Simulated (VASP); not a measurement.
# Y (Fm-3m) in VASP: a series of runs

Runs on Y. Level: r2SCAN. Tasks: relaxation of cell and atoms.

All numbers are computed with VASP 6.6.1; they aren't measurements. Logs are shortened: lines on timing, memory, paths and dates and some standing lists are left out, and cuts for length are marked.

### Step 1. The cell of the first run

The structure is cubic, space group Fm-3m (No. 225). The conventional cell has a = 5.100 Å, b = 5.100 Å, c = 5.100 Å, α = 90.00°, β = 90.00°, γ = 90.00°. Y (site symmetry m-3m) has 12 Y at 3.61 Å within 4.7 Å.

This isn't the form of Y at room conditions, which is hcp.

### Step 2. Relaxation of cell and atoms, r2SCAN

POSCAR reads:

```
Y
1.0
    0.0000000000      2.5499566102      2.5499566102
    2.5499566102      0.0000000000      2.5499566102
    2.5499566102      2.5499566102      0.0000000000
Y
1
Direct
    0.0000000000      0.0000000000      0.0000000000
```

INCAR.step1 reads:

```
SYSTEM = Y
  ALGO = Normal
  EDIFF = 1E-4
  ENCUT = 600
  GGA = PE
  ISMEAR = 0
  LASPH = .True.
  LCHARG = .False.
  LREAL = .False.
  LWAVE = .True.
  NELM = 60
  PREC = Accurate
  SIGMA = 0.1
```

INCAR.step2 reads:

```
SYSTEM = Y
  ALGO = Normal
  EDIFF = 1E-7
  EDIFFG = -0.01
  ENCUT = 600
  IBRION = 2
  ISIF = 3
  ISMEAR = 0
  ISTART = 1
  LASPH = .True.
  LCHARG = .False.
  LMIXTAU = .True.
  LREAL = .False.
  LWAVE = .False.
  METAGGA = R2SCAN
  NELM = 60
  NSW = 100
  PREC = Accurate
  SIGMA = 0.1
```

KPOINTS reads:

```
k-points
0
Gamma
  18 18 18
  0 0 0
```

Potentials or basis: VASP PAW PBE potentials, release 64 (Y_sv).

Started as:

```sh
$ cat potpaw_PBE.64/Y_sv/POTCAR > POTCAR
$ cp INCAR.step1 INCAR
$ mpirun -np 1 vasp_std > vasp.out
$ cp INCAR.step2 INCAR
$ mpirun -np 1 vasp_std > vasp.out
```

OUTCAR:

```text
SYSTEM = Y
   EDIFF = 1E-7
   EDIFFG = -0.01
   ENCUT = 600
   IBRION = 2
   ISIF = 3
   ISMEAR = 0
   ISTART = 1
   LASPH = .True.
   LREAL = .False.
   METAGGA = R2SCAN
   NELM = 60
   NSW = 100
   PREC = Accurate

 ion  position               nearest neighbor table
   1  0.000  0.000  0.000-

  LATTYP: Found a face centered cubic cell.
 ALAT       =     5.0999132204

  Lattice vectors:

 A1 = (   0.0000000000,   2.5499566102,   2.5499566102)
 A2 = (   2.5499566102,   0.0000000000,   2.5499566102)
 A3 = (   2.5499566102,   2.5499566102,   0.0000000000)

Analysis of symmetry for initial positions (statically):
=====================================================================
 Subroutine PRICEL returns:
 Original cell was already a primitive cell.

 Routine SETGRP: Setting up the symmetry group for a
 face centered cubic supercell.

 Subroutine GETGRP returns: Found 48 space group operations
 (whereof 48 operations were pure point group operations)
 out of a pool of 48 trial point group operations.

The static configuration has the point symmetry O_h .

Analysis of symmetry for dynamics (positions and initial velocities):
=====================================================================
 Subroutine PRICEL returns:
 Original cell was already a primitive cell.

 Routine SETGRP: Setting up the symmetry group for a
 face centered cubic supercell.

 Subroutine GETGRP returns: Found 48 space group operations
 (whereof 48 operations were pure point group operations)
 out of a pool of 48 trial point group operations.

The dynamic configuration has the point symmetry O_h .

 Subroutine INISYM returns: Found 48 space group operations
 (whereof 48 operations are pure point group operations),
 and found     1 'primitive' translations

----------------------------------------------------------------------------------------

                                     Primitive cell

  volume of cell :      33.1611

  direct lattice vectors                    reciprocal lattice vectors
     0.000000000  2.549956610  2.549956610    -0.196081768  0.196081768  0.196081768
     2.549956610  0.000000000  2.549956610     0.196081768 -0.196081768  0.196081768
     2.549956610  2.549956610  0.000000000     0.196081768  0.196081768 -0.196081768

  length of vectors
     3.606183222  3.606183222  3.606183222     0.339623584  0.339623584  0.339623584

  position of ions in fractional coordinates (direct lattice)
     0.000000000  0.000000000  0.000000000

  ion indices of the primitive-cell ions
   primitive index   ion index
                 1           1

----------------------------------------------------------------------------------------

 KPOINTS: k-points

Automatic generation of k-mesh.
 Grid dimensions read from file:
 generate k-points for:   18   18   18

 Generating k-lattice:

  Cartesian coordinates                     Fractional coordinates (reciprocal lattice)
    -0.010893432  0.010893432  0.010893432     0.055555556  0.000000000  0.000000000
     0.010893432 -0.010893432  0.010893432     0.000000000  0.055555556  0.000000000
     0.010893432  0.010893432 -0.010893432     0.000000000  0.000000000  0.055555556

  Length of vectors
     0.018867977  0.018867977  0.018867977

  Shift w.r.t. Gamma in fractional coordinates (k-lattice)
     0.000000000  0.000000000  0.000000000

 Subroutine IBZKPT returns following result:
 ===========================================

 Found    195 irreducible k-points:

 Following reciprocal coordinates:
            Coordinates               Weight
  0.000000  0.000000  0.000000      1.000000
  0.055556  0.000000  0.000000      8.000000
  0.111111  0.000000  0.000000      8.000000
  0.166667  0.000000  0.000000      8.000000
  0.222222  0.000000  0.000000      8.000000
  0.277778  0.000000  0.000000      8.000000
[... 16 lines left out ...]
 -0.277778  0.055556  0.000000     24.000000
 -0.222222  0.055556  0.000000     24.000000
 [... further k-points ...]
   k-points           NKPTS =    195   k-points in BZ     NKDIM =    195   number of bands    NBANDS=      9
   number of dos      NEDOS =    301   number of ions     NIONS =      1
   total plane-waves  NPLWV =  27000
   dimension x,y,z NGX =    30 NGY =   30 NGZ =   30
   dimension x,y,z NGXF=    60 NGYF=   60 NGZF=   60
   ions per type =               1
   NGX,Y,Z   is equivalent  to a cutoff of  13.83, 13.83, 13.83 a.u.
   NGXF,Y,Z  is equivalent  to a cutoff of  27.66, 27.66, 27.66 a.u.
 SYSTEM =  Y
   PREC   = accura    normal or accurate (medium, high low for compatibility)
   ISTART =      1    job   : 0-new  1-cont  2-samecut
   ICHARG =      0    charge: 1-file 2-atom 10-const
   ISPIN  =      1    spin polarized calculation?
   LNONCOLLINEAR =      F non collinear calculations
   LSORBIT =      F    spin-orbit coupling
   LASPH  =      T    aspherical Exc in radial PAW
   ENCUT  =  600.0 eV  44.10 Ry    6.64 a.u.   7.20  7.20  7.20*2*pi/ulx,y,z
   NELM   =     60;   NELMIN=  2; NELMDL=  0     # of ELM steps
   EDIFF  = 0.1E-06   stopping-criterion for ELM
   LREAL  =      F    real-space projection
   EDIFFG = -.1E-01   stopping-criterion for IOM
   NSW    =    100    number of steps for IOM
   IBRION =      2    ionic relax: 0-MD 1-quasi-New 2-CG
   NFREE  =      1    steps in history (QN), initial steepest desc. (CG)
   ISIF   =      3    stress and relaxation
   ISYM   =      2    0-nonsym 1-usesym 2-fastsym
   POTIM  = 0.5000    time-step for ionic-motion
   TEBEG  =    0.0;   TEEND  =   0.0 temperature during run
   PSTRESS=    0.0 pullay stress
   NELECT =      11.0000    total number of electrons
   NUPDOWN=      -1.0000    fix difference up-down
   EMIN   =  10.00;   EMAX   =-10.00  energy-range for DOS
   EFERMI =   0.00;   METHOD = LEGACY
   ISMEAR =     0;   SIGMA  =   0.10  broadening in eV -4-tet -1-fermi 0-gaus
   EFERMI_NEDOS =   21; number of points for ismear=-14 and -15
   IALGO  =     38    algorithm
   IMIX   =      4    mixing-type and parameters
     AMIX     =   0.40;   BMIX     =  1.00
     AMIX_MAG =   1.60;   BMIX_MAG =  1.00
  volume/ion in A,a.u.               =      33.16       223.78
  Fermi-wavevector in a.u.,A,eV,Ry     =   1.133260  2.141551 17.473670  1.284278
  Thomas-Fermi vector in A             =   2.269963
   LORBIT       =      0    0 simple, 1 ext, 2 COOP (PROOUT), +10 PAW based schemes
   METAGGA = R2SCAN    functional components
   LHFCALC =     F    Hartree Fock is set to
   AEXX    =    0.0000 exact exchange contribution
   IVDW    =     0    specifies the selected vdW correction
   LEPSILON=     F    determine dielectric tensor
   LRPA    =     F    only Hartree local field effects (RPA)
 conjugate gradient relaxation of ions
 non-spin polarized calculation
 Gauss-broadening in eV      SIGMA  =   0.10
  energy-cutoff  :      600.00
  volume of cell :       33.16
 maximum number of plane-waves:      1125
 NGX is ok and might be reduce to    30
   NGX = 15   NGY = 15   NGZ = 15

--------------------------------------- Ionic step        1  -------------------------------------------

 number of electron      11.0000000 magnetization

 Free energy of the ion-electron system (eV)
  ---------------------------------------------------
  ext. energy  EPLUGINS =         0.00000000
  ---------------------------------------------------
  free energy    TOTEN  =       -20.22675904 eV

  energy without entropy =      -20.21867804  energy(sigma->0) =      -20.22271854

------------------------ aborting loop because EDIFF is reached ----------------------------------------

  FORCE on cell =-STRESS in cart. coord.  units (eV):
  Direction    XX          YY          ZZ          XY          YZ          ZX
  --------------------------------------------------------------------------------------
  -------------------------------------------------------------------------------------
  Total        0.0160648      0.0160648      0.0160648      0.0000000      0.0000000     -0.0000000
  in kB        0.7761716      0.7761716      0.7761716      0.0000000      0.0000000     -0.0000000
  external PRESSURE =       0.7761716 kB  Pullay stress =       0.0000000 kB

 VOLUME and BASIS-vectors are now :
 -----------------------------------------------------------------------------
  energy-cutoff  :      600.00
  volume of cell :       33.16
      direct lattice vectors                 reciprocal lattice vectors
     0.000000000  2.549956610  2.549956610    -0.196081768  0.196081768  0.196081768
     2.549956610  0.000000000  2.549956610     0.196081768 -0.196081768  0.196081768
     2.549956610  2.549956610  0.000000000     0.196081768  0.196081768 -0.196081768

 POSITION                                       TOTAL-FORCE (eV/Angst)
 -----------------------------------------------------------------------------------
      0.00000      0.00000      0.00000         0.000000      0.000000      0.000000
 -----------------------------------------------------------------------------------
    total drift:                               -0.000000     -0.000000      0.000000

  FREE ENERGIE OF THE ION-ELECTRON SYSTEM (eV)
  ---------------------------------------------------
  free  energy   TOTEN  =       -20.2267590370 eV

  energy  without entropy=      -20.2186780435  energy(sigma->0) =      -20.22271854

--------------------------------------- Ionic step        2  -------------------------------------------

 number of electron      11.0000000 magnetization

 Free energy of the ion-electron system (eV)
  ---------------------------------------------------
  ext. energy  EPLUGINS =         0.00000000
  ---------------------------------------------------
  free energy    TOTEN  =       -20.22677627 eV

  energy without entropy =      -20.21863862  energy(sigma->0) =      -20.22270744

 E-fermi :   3.0340     XC(G=0): -10.0291

 val. band max:        3.0206441113   @ k =  -0.2778   0.2778   0.1111
 cond. band min:       3.0462525235   @ k =  -0.3333   0.2222   0.0556
 fundamental gap:      0.0256084122
 Fermi energy:         3.0339792477

 k-point     1 :       0.0000    0.0000    0.0000
  band No.  band energies     occupation
      1     -41.1968      2.00000
      2     -20.2437      2.00000
      3     -20.2437      2.00000
      4     -20.2437      2.00000
      5      -1.9345      2.00000
      6       5.0625      0.00000
      7       5.0625      0.00000
      8       5.0625      0.00000
      9       7.1490      0.00000

 k-point     2 :       0.0556    0.0000    0.0000
  band No.  band energies     occupation
      1     -41.1949      2.00000
      2     -20.2614      2.00000
      3     -20.2459      2.00000
      4     -20.2459      2.00000
      5      -1.8560      2.00000
      6       4.9631      0.00000
      7       5.1000      0.00000
      8       5.1000      0.00000
      9       7.1038      0.00000

 k-point     3 :       0.1111    0.0000    0.0000
  band No.  band energies     occupation
      1     -41.1893      2.00000
      2     -20.3120      2.00000
      3     -20.2521      2.00000
      4     -20.2521      2.00000
      5      -1.6260      2.00000
      6       4.7016      0.00000
      7       5.1978      0.00000
      8       5.1978      0.00000
      9       6.9992      0.00000
[... 229 lines left out ...]
 k-point    23 :      -0.2778    0.0556    0.0000
  band No.  band energies     occupation
      1     -41.1539      2.00000
      2     -20.6077      2.00000
      3     -20.3089      2.00000
      4     -20.2846      2.00000
      5      -0.0227      2.00000
      6       3.5979      0.00000
      7       5.1227      0.00000
      8       5.2852      0.00000
      9       7.0669      0.00000

 k-point    24 :      -0.2222    0.0556    0.0000
  band No.  band energies     occupation
      1     -41.1650      2.00000
      2     -20.5150      2.00000
      3     -20.2960      2.00000
      4     -20.2719      2.00000
      5      -0.5575      2.00000
      6       3.8641      0.00000
      7       5.2461      0.00000
      8       5.4039      0.00000
      9       6.7327      0.00000

 [... further k-points ...]

------------------------ aborting loop because EDIFF is reached ----------------------------------------

  FORCE on cell =-STRESS in cart. coord.  units (eV):
  Direction    XX          YY          ZZ          XY          YZ          ZX
  --------------------------------------------------------------------------------------
  -------------------------------------------------------------------------------------
  Total       -0.0011224     -0.0011224     -0.0011224     -0.0000000     -0.0000000      0.0000000
  in kB       -0.0541016     -0.0541016     -0.0541016     -0.0000000     -0.0000000      0.0000000
  external PRESSURE =      -0.0541016 kB  Pullay stress =       0.0000000 kB

 VOLUME and BASIS-vectors are now :
 -----------------------------------------------------------------------------
  energy-cutoff  :      600.00
  volume of cell :       33.24
      direct lattice vectors                 reciprocal lattice vectors
     0.000000000  2.551932849  2.551932849    -0.195929920  0.195929920  0.195929920
     2.551932849 -0.000000000  2.551932849     0.195929920 -0.195929920  0.195929920
     2.551932849  2.551932849 -0.000000000     0.195929920  0.195929920 -0.195929920

 POSITION                                       TOTAL-FORCE (eV/Angst)
 -----------------------------------------------------------------------------------
      2.55193      2.55193     -0.00000         0.000000      0.000000      0.000000
 -----------------------------------------------------------------------------------
    total drift:                                0.000000      0.000000     -0.000000

  FREE ENERGIE OF THE ION-ELECTRON SYSTEM (eV)
  ---------------------------------------------------
  free  energy   TOTEN  =       -20.2267762662 eV

  energy  without entropy=      -20.2186386205  energy(sigma->0) =      -20.22270744

 reached required accuracy - stopping structural energy minimisation
```

Run time: 10 min. Hardware: 1 thread of Intel Xeon Platinum 8275CL at 3.00GHz (Skylake/Cascade Lake), shared host; peak memory 0.26 GiB.

Results:

| Item | Value |
| --- | --- |
| Free energy | -20.2268 eV |
| Relaxed volume | 33.24 Å³/atom |
| Relaxed cell | a = 3.609 Å, b = 3.609 Å, c = 3.609 Å, α = 60.00°, β = 60.00°, γ = 60.00° |
| Space group after relaxing (to 0.1 Å) | Fm-3m (No. 225) |
| Energy gained by relaxing | 0.0 meV/atom |
| Ionic steps | 2 |
| Pressure after relaxing | 0.0 GPa |
| Band gap on the k mesh | zero (an odd number of electrons rules out a gap without spin polarisation) |

Final structure:
```cif
data_structure
_symmetry_space_group_name_H-M 'P 1'
_symmetry_Int_Tables_number 1
_cell_length_a 3.6090
_cell_length_b 3.6090
_cell_length_c 3.6090
_cell_angle_alpha 60.000
_cell_angle_beta 60.000
_cell_angle_gamma 60.000
_cell_volume 33.24
loop_
_atom_site_label
_atom_site_type_symbol
_atom_site_fract_x
_atom_site_fract_y
_atom_site_fract_z
_atom_site_occupancy
Y1 Y 0.00000 0.00000 0.00000 1
```

Levels at points of the mesh, in eV from the Fermi level:
| k point | band 2 | band 3 | band 4 | band 5 | band 6 | band 7 | band 8 | band 9 |
| --- | --- | --- | --- | --- | --- | --- | --- | --- |
| (0.00, 0.00, 0.00) | -23.28 | -23.28 | -23.28 | -4.97 | 2.03 | 2.03 | 2.03 | 4.12 |
| (0.50, 0.00, 0.00) | -23.83 | -23.35 | -23.35 | -1.98 | 0.38 | 1.85 | 1.85 | 5.54 |
| (0.50, 0.50, 0.00) | -23.80 | -23.47 | -23.47 | -1.75 | -0.80 | 1.93 | 5.57 | 5.93 |

Caveat: the PAW data sets were made with another functional, which shifts forces and pressure a little.

(Part 1 of 2 ends here.)

The gap in the log of VASP goes by the Fermi energy; the results here count the filled bands.